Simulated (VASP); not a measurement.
Input of a VASP 6.6.1 run:

File INCAR:

```
  PREC = Accurate
  ENCUT = 520
  EDIFF = 1E-6
  ISMEAR = 0
  SIGMA = 0.05
  LREAL = F
  LASPH = T
  NELM = 60
  ALGO = Normal
  ISIF = 2
  LWAVE = F
  LCHARG = F
  GGA = PE
  NBANDS = 12
```

Contents of KPOINTS:

```
regular mesh
0
Gamma
  9 9 5
```

Contents of POSCAR:

```
Sb
1.0
    3.3545324186      0.0000000000      0.0000000000
   -1.6772662093      2.9051102923      0.0000000000
    0.0000000000      0.0000000000      5.4701606500
Sb
2
Direct
    0.6666666667      0.3333333333      0.7500000000
    0.3333333333      0.6666666667      0.2500000000
```

Potentials or basis: VASP PAW PBE potentials, release 64 (Sb).

Launch:

```sh
$ cat potpaw_PBE.64/Sb/POTCAR > POTCAR
$ mpirun -np 1 vasp_std > vasp.out
```

(1) What does it give for the band gap on the k mesh?

(2) Predict the pressure.

Answers

(1) zero (band 5 reaches 12.82 eV, above the bottom of band 6 at 5.89 eV).

(2) 1.3 GPa.

Caveat: spin-orbit coupling is left out, which moves the levels of the heavy elements.
